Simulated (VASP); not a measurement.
Wanted: the native input for a VASP 6.6.1 run.

```yaml
Task: relaxation of cell and atoms
Functional: LDA
Potentials_or_basis: VASP PAW LDA potentials, release 64 (Sn_d, Se)
Cutoff: 600 eV
k_mesh: 8 × 8 × 8
Occupations: gaussian, width 0.01 eV
Spin: no spin polarisation
Target_pressure: 4 GPa
Dipole_correction: no
Further_INCAR_settings: ALGO = Normal; EDIFF = 1e-06; IBRION = 2; EDIFFG = -0.001; NSW = 80; ISIF = 3
```

The structure of SnSe lies in POSCAR:

```
SnSe
1.0
    0.0000000000      2.9462619149      2.9462619149
    2.9462619149      0.0000000000      2.9462619149
    2.9462619149      2.9462619149      0.0000000000
Sn Se
1 1
Direct
    0.0000000000      0.0000000000      0.0000000000
    0.5000000000      0.5000000000      0.5000000000
```

One way to write it, as run:

INCAR

```
PREC = Accurate ; ENCUT = 600
EDIFF = 1E-6 ; ISMEAR = 0
SIGMA = 0.01 ; LREAL = False
LASPH = True ; NELM = 100
ALGO = Normal ; ISIF = 3
LWAVE = False ; LCHARG = False
IBRION = 2 ; NSW = 80
EDIFFG = -0.001 ; PSTRESS = 40.0
```

KPOINTS

```
Automatic mesh
0
Gamma
  8 8 8
```

Potentials or basis: VASP PAW LDA potentials, release 64 (Sn_d, Se).

The run is started by

```bash
$ cat potpaw_LDA.64/Sn_d/POTCAR potpaw_LDA.64/Se/POTCAR > POTCAR
$ mpirun -np 1 vasp_std > vasp.out
```

It gave:

```yaml
Relaxed_volume: 24.18 Å³/atom
Relaxed_cell: a = 4.090 Å, b = 4.090 Å, c = 4.090 Å, α = 60.00°, β = 60.00°, γ = 60.00°
Space_group_after_relaxing_to_0.05_Å: Fm-3m (No. 225)
Energy_change_on_relaxing_the_enthalpy_is_what_falls: +17.2 meV/atom
Ionic_steps: 3
Pressure_after_relaxing: 4.0 GPa
Band_gap_on_the_k_mesh: 0.68 eV, indirect (least direct gap 0.86 eV)
```

Caveat: the cell is relaxed towards a set pressure, so the enthalpy falls and the energy may rise; spin-orbit coupling is left out, which moves the levels of the heavy elements.

It took 48 s on 1 thread of AMD EPYC 7R43 64-Core Processor (Zen 3) (shared host), peak memory 0.15 GiB.
